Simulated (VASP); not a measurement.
# N2 in VASP: single point with PBEsol

Aim: the single point of N2 with PBEsol.

Program: VASP 6.6.1. These are calculated values, not measurements. Logs are shortened: lines on timing, memory, paths and dates and some standing lists are left out, and cuts for length are marked.

**1. The cell of the first run**

The cell holds a molecule in a box, 2 atoms: a = 9.000 Å, b = 9.500 Å, c = 10.000 Å, α = 90.00°, β = 90.00°, γ = 90.00°.

**2. Single point, PBEsol**

The input, INCAR:

```
SYSTEM = N
  PREC = Accurate
  ENCUT = 1000
  EDIFF = 1E-6
  ISMEAR = -1
  SIGMA = 0.05
  LREAL = .FALSE.
  LASPH = .TRUE.
  NELM = 120
  ALGO = Normal
  ISIF = 2
  LWAVE = .FALSE.
  LCHARG = .FALSE.
  GGA = PS
  NBANDS = 12
  GGA_COMPAT = .FALSE.
  NELMDL = -8
```

The input, KPOINTS:

```
Automatic mesh
0
G
  1 1 1
  0 0 0
```

The input, POSCAR:

```
N
1.0
    9.0000000000      0.0000000000      0.0000000000
    0.0000000000      9.5000000000      0.0000000000
    0.0000000000      0.0000000000     10.0000000000
N
2
Direct
    0.5000000000      0.5000000000      0.4449994756
    0.5000000000      0.5000000000      0.5550005244
```

Potentials or basis: VASP PAW PBE potentials, release 64 (N_h).

Launch:

```
$ cat potpaw_PBE.64/N_h/POTCAR > POTCAR
$ mpirun -np 1 vasp_gam > vasp.out
```

OUTCAR:

```text
SYSTEM = N
   PREC = Accurate
   ENCUT = 1000
   EDIFF = 1E-6
   ISMEAR = -1
   LREAL = .FALSE.
   LASPH = .TRUE.
   NELM = 120
   ISIF = 2
   GGA = PS
   NELMDL = -8

 ion  position               nearest neighbor table
   1  0.500  0.500  0.445-   2 1.10
   2  0.500  0.500  0.555-   1 1.10

  LATTYP: Found a simple orthorhombic cell.
 ALAT       =     9.0000000000
 B/A-ratio  =     1.0555555556
 C/A-ratio  =     1.1111111111

  Lattice vectors:

 A1 = (   9.0000000000,   0.0000000000,   0.0000000000)
 A2 = (   0.0000000000,   9.5000000000,   0.0000000000)
 A3 = (   0.0000000000,   0.0000000000,  10.0000000000)

Analysis of symmetry for initial positions (statically):
=====================================================================
 Subroutine PRICEL returns:
 Original cell was already a primitive cell.

 Routine SETGRP: Setting up the symmetry group for a
 simple orthorhombic supercell.

 Subroutine GETGRP returns: Found  8 space group operations
 (whereof  8 operations were pure point group operations)
 out of a pool of  8 trial point group operations.

The static configuration has the point symmetry D_2h.

Analysis of symmetry for dynamics (positions and initial velocities):
=====================================================================
 Subroutine PRICEL returns:
 Original cell was already a primitive cell.

 Routine SETGRP: Setting up the symmetry group for a
 simple orthorhombic supercell.

 Subroutine GETGRP returns: Found  8 space group operations
 (whereof  8 operations were pure point group operations)
 out of a pool of  8 trial point group operations.

The dynamic configuration has the point symmetry D_2h.

 Subroutine INISYM returns: Found  8 space group operations
 (whereof  8 operations are pure point group operations),
 and found     1 'primitive' translations

----------------------------------------------------------------------------------------

                                     Primitive cell

  volume of cell :     855.0000

  direct lattice vectors                    reciprocal lattice vectors
     9.000000000  0.000000000  0.000000000     0.111111111  0.000000000  0.000000000
     0.000000000  9.500000000  0.000000000     0.000000000  0.105263158  0.000000000
     0.000000000  0.000000000 10.000000000     0.000000000  0.000000000  0.100000000

  length of vectors
     9.000000000  9.500000000 10.000000000     0.111111111  0.105263158  0.100000000

  position of ions in fractional coordinates (direct lattice)
     0.500000000  0.500000000  0.444999476
     0.500000000  0.500000000  0.555000524

  ion indices of the primitive-cell ions
   primitive index   ion index
                 1           1
                 2           2

----------------------------------------------------------------------------------------

 KPOINTS: Automatic mesh

Automatic generation of k-mesh.
 Grid dimensions read from file:
 generate k-points for:    1    1    1

 Generating k-lattice:

  Cartesian coordinates                     Fractional coordinates (reciprocal lattice)
     0.111111111  0.000000000  0.000000000     1.000000000  0.000000000  0.000000000
     0.000000000  0.105263158  0.000000000     0.000000000  1.000000000  0.000000000
     0.000000000  0.000000000  0.100000000     0.000000000  0.000000000  1.000000000

  Length of vectors
     0.111111111  0.105263158  0.100000000

  Shift w.r.t. Gamma in fractional coordinates (k-lattice)
     0.000000000  0.000000000  0.000000000

 Subroutine IBZKPT returns following result:
 ===========================================

 Found      1 irreducible k-points:

 Following reciprocal coordinates:
            Coordinates               Weight
  0.000000  0.000000  0.000000      1.000000
   k-points           NKPTS =      1   k-points in BZ     NKDIM =      1   number of bands    NBANDS=     12
   number of dos      NEDOS =    301   number of ions     NIONS =      2
   total plane-waves  NPLWV = ******
   dimension x,y,z NGX =    96 NGY =   98 NGZ =  108
   dimension x,y,z NGXF=   192 NGYF=  196 NGZF=  216
   ions per type =               2
   NGX,Y,Z   is equivalent  to a cutoff of  17.73, 17.15, 17.95 a.u.
   NGXF,Y,Z  is equivalent  to a cutoff of  35.47, 34.30, 35.91 a.u.
 SYSTEM =  N
   PREC   = accura    normal or accurate (medium, high low for compatibility)
   ISTART =      0    job   : 0-new  1-cont  2-samecut
   ICHARG =      2    charge: 1-file 2-atom 10-const
   ISPIN  =      1    spin polarized calculation?
   LNONCOLLINEAR =      F non collinear calculations
   LSORBIT =      F    spin-orbit coupling
   LASPH  =      T    aspherical Exc in radial PAW
   ENCUT  = 1000.0 eV  73.50 Ry    8.57 a.u.  23.21 24.50 25.78*2*pi/ulx,y,z
   NELM   =    120;   NELMIN=  2; NELMDL= -8     # of ELM steps
   EDIFF  = 0.1E-05   stopping-criterion for ELM
   LREAL  =      F    real-space projection
   EDIFFG = 0.1E-04   stopping-criterion for IOM
   NSW    =      0    number of steps for IOM
   IBRION =     -1    ionic relax: 0-MD 1-quasi-New 2-CG
   NFREE  =      0    steps in history (QN), initial steepest desc. (CG)
   ISIF   =      2    stress and relaxation
   ISYM   =      2    0-nonsym 1-usesym 2-fastsym
   POTIM  = 0.5000    time-step for ionic-motion
   TEBEG  =    0.0;   TEEND  =   0.0 temperature during run
   PSTRESS=    0.0 pullay stress
   NELECT =      10.0000    total number of electrons
   NUPDOWN=      -1.0000    fix difference up-down
   EMIN   =  10.00;   EMAX   =-10.00  energy-range for DOS
   EFERMI =   0.00;   METHOD = LEGACY
   ISMEAR =    -1;   SIGMA  =   0.05  broadening in eV -4-tet -1-fermi 0-gaus
   EFERMI_NEDOS =   21; number of points for ismear=-14 and -15
   IALGO  =     38    algorithm
   IMIX   =      4    mixing-type and parameters
     AMIX     =   0.40;   BMIX     =  1.00
     AMIX_MAG =   1.60;   BMIX_MAG =  1.00
  volume/ion in A,a.u.               =     427.50      2884.91
  Fermi-wavevector in a.u.,A,eV,Ry     =   0.371609  0.702239  1.878872  0.138093
  Thomas-Fermi vector in A             =   1.299861
   LORBIT       =      0    0 simple, 1 ext, 2 COOP (PROOUT), +10 PAW based schemes
   GGA     = PS    functional components
   LHFCALC =     F    Hartree Fock is set to
   AEXX    =    0.0000 exact exchange contribution
   IVDW    =     0    specifies the selected vdW correction
   LEPSILON=     F    determine dielectric tensor
   LRPA    =     F    only Hartree local field effects (RPA)
 non-spin polarized calculation
  energy-cutoff  :     1000.00
  volume of cell :      855.00
 maximum number of plane-waves:     30729
 NGX is ok and might be reduce to    96
   NGX = 47   NGY = 49   NGZ = 51

 number of electron      10.0000000 magnetization

 Free energy of the ion-electron system (eV)
  ---------------------------------------------------
  ext. energy  EPLUGINS =         0.00000000
  ---------------------------------------------------
  free energy    TOTEN  =       -17.23300959 eV

  energy without entropy =      -17.23300959  energy(sigma->0) =      -17.23300959

 E-fermi :  -8.7607     XC(G=0):  -0.6719

 val. band max:      -10.0008059677   @ k =   0.0000   0.0000   0.0000
 cond. band min:      -1.7601255595   @ k =   0.0000   0.0000   0.0000
 fundamental gap:      8.2406804082
 Fermi energy:        -8.7606986282

 k-point     1 :       0.0000    0.0000    0.0000
  band No.  band energies     occupation
      1     -27.9749      2.00000
      2     -13.2246      2.00000
      3     -11.4315      2.00000
      4     -11.4315      2.00000
      5     -10.0008      2.00000
      6      -1.7601      0.00000
      7      -1.7597      0.00000
      8      -0.1457      0.00000
      9       1.2466      0.00000
     10       1.3270      0.00000
     11       1.3334      0.00000
     12       1.5702      0.00000

------------------------ aborting loop because EDIFF is reached ----------------------------------------

  FORCE on cell =-STRESS in cart. coord.  units (eV):
  Direction    XX          YY          ZZ          XY          YZ          ZX
  --------------------------------------------------------------------------------------
  -------------------------------------------------------------------------------------
  Total       -0.0122023     -0.0123174      0.2048977     -0.0000000      0.0000000      0.0000000
  in kB       -0.0228657     -0.0230815      0.3839560     -0.0000000      0.0000000      0.0000000
  external PRESSURE =       0.1126696 kB  Pullay stress =       0.0000000 kB

 VOLUME and BASIS-vectors are now :
 -----------------------------------------------------------------------------
  energy-cutoff  :     1000.00
  volume of cell :      855.00
      direct lattice vectors                 reciprocal lattice vectors
     9.000000000  0.000000000  0.000000000     0.111111111  0.000000000  0.000000000
     0.000000000  9.500000000  0.000000000     0.000000000  0.105263158  0.000000000
     0.000000000  0.000000000 10.000000000     0.000000000  0.000000000  0.100000000

 POSITION                                       TOTAL-FORCE (eV/Angst)
 -----------------------------------------------------------------------------------
      4.50000      4.75000      4.44999         0.000000     -0.000000     -0.197650
      4.50000      4.75000      5.55001         0.000000      0.000000      0.197650
 -----------------------------------------------------------------------------------
    total drift:                                0.000000      0.000000      0.000000

  FREE ENERGIE OF THE ION-ELECTRON SYSTEM (eV)
  ---------------------------------------------------
  free  energy   TOTEN  =       -17.2330095929 eV

  energy  without entropy=      -17.2330095929  energy(sigma->0) =      -17.23300959
```

Wall time 2 min (1 thread of Intel Xeon Platinum 8488C (Sapphire Rapids), shared host); peak memory 1.5 GiB.

What came out:

* Free energy: -17.2330 eV
* Largest force: 0.198 eV/Å
* Gap between the frontier levels: 8.24 eV

Forces on the atoms (eV/Å):
```
N    0.000  0.000 -0.198
N    0.000  0.000  0.198
```

Caveat: the PAW data sets were made with another functional, which shifts forces and pressure a little.
